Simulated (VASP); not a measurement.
Here is a VASP 6.6.1 calculation.

INCAR

```
SYSTEM = HfO2
  PREC = Accurate
  ENCUT = 520
  EDIFF = 1E-6
  ISMEAR = 0
  SIGMA = 0.05
  LREAL = .False.
  LASPH = .True.
  NELM = 80
  ALGO = Normal
  ISIF = 2
  LWAVE = .False.
  LCHARG = .False.
  GGA = PE
  NBANDS = 31
```

The input KPOINTS:

```
regular mesh
0
Gamma
  8 8 6
  0 0 0
```

File POSCAR:

```
HfO2
1.0
    3.3024814803      0.0000000000      0.0000000000
    0.0000000000      3.3024814803      0.0000000000
    0.0000000000      0.0000000000      6.2701136762
Hf O
2 4
Direct
    0.5000000000      0.5000000000      0.5000000000
    0.0000000000      0.0000000000      0.0000000000
    0.0000000000      0.5000000000      0.6932520948
    0.5000000000      0.0000000000      0.8067479052
    0.5000000000      0.0000000000      0.3067479052
    0.0000000000      0.5000000000      0.1932520948
```

Potentials or basis: VASP PAW PBE potentials, release 64 (Hf_pv, O).

Launch:

```console
$ cat potpaw_PBE.64/Hf_pv/POTCAR potpaw_PBE.64/O/POTCAR > POTCAR
$ mpirun -np 1 vasp_std > vasp.out
```

Problem. Estimate the pressure.

Solution. 3.7 GPa.

Problem. What does it give for the band gap on the k mesh?

Solution. 2.78 eV, direct.

Stress tensor (GPa, compression positive):
```
 27.08   0.00   0.00
  0.00  27.08   0.00
  0.00   0.00 -43.04
```

Caveat: spin-orbit coupling is left out, which moves the levels of the heavy elements; forces of over 1 eV/Å act on the atoms, so gaps and moduli don't describe the material at rest. A k mesh can miss the band edges.
